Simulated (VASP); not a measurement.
Mo, 1 atom in the cell. It takes space group Pm-3m (No. 221, cubic). The conventional cell has a = 2.466 Å, b = 2.466 Å, c = 2.466 Å, α = 90.00°, β = 90.00°, γ = 90.00°. Within 3.3 Å of Mo (site symmetry m-3m) lie 6 Mo at 2.47 Å.  This cell differs from its parent crystal: volume scaled by 0.85.

* Program: VASP 6.6.1
* Task: single point
* Functional: PBE
* Potentials or basis: VASP PAW PBE potentials, release 64 (Mo_sv)
* Cutoff: 520 eV
* k mesh: 16 × 16 × 16
* Occupations: fermi-dirac, width 0.08 eV
* Spin: no spin polarisation
* Dipole correction: no
* Further INCAR settings: ALGO = Normal; EDIFF = 1e-06; NBANDS = 13

Potentials or basis: VASP PAW PBE potentials, release 64 (Mo_sv).

The run is started by

```sh
$ cat potpaw_PBE.64/Mo_sv/POTCAR > POTCAR
$ mpirun -np 1 vasp_std > vasp.out
```

Hardware: 1 thread of Intel(R) Xeon(R) 6975P-C (Granite Rapids) (shared host).

**Question.** Estimate the wall time of this run.

**Answer.** It took 7.4 s on 1 thread of Intel(R) Xeon(R) 6975P-C (Granite Rapids), with other jobs on the host, peak memory 0.13 GiB. Counts: scf iterations 11, k points 165.
